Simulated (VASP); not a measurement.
Tl3Zn, 4 atoms in the cell. It takes space group Pm-3m (No. 221, cubic). Conventional cell: a = 4.801 Å, b = 4.801 Å, c = 4.801 Å, α = 90.00°, β = 90.00°, γ = 90.00°. Within 4.5 Å of Zn (site symmetry m-3m) lie 12 Tl at 3.39 Å. Within 4.5 Å of Tl (site symmetry 4/mmm) lie 4 Zn at 3.39 Å and 8 Tl at 3.39 Å. 

| Quantity | Value |
| --- | --- |
| Program | VASP 6.6.1 |
| Task | single point |
| Functional | PBEsol |
| Potentials or basis | VASP PAW PBE potentials, release 64 (Zn, Tl_d) |
| Cutoff | 520 eV |
| k mesh | 5 × 5 × 5 |
| Occupations | fermi-dirac, width 0.05 eV |
| Spin | no spin polarisation |
| Dipole correction | no |
| Further INCAR settings | ALGO = Normal; EDIFF = 1e-07; NBANDS = 34 |

Potentials or basis: VASP PAW PBE potentials, release 64 (Zn, Tl_d).

Command:

```console
$ cat potpaw_PBE.64/Zn/POTCAR potpaw_PBE.64/Tl_d/POTCAR > POTCAR
$ mpirun -np 1 vasp_std > vasp.out
```

Hardware: 1 thread of Intel(R) Xeon(R) 6975P-C (Granite Rapids), with other jobs on the host.

**Question.** Estimate the wall time of this run.

**Answer.** It took 16 s on 1 thread of Intel(R) Xeon(R) 6975P-C (Granite Rapids) (shared host), peak memory 0.21 GiB. Counts: scf iterations 14, k points 10.
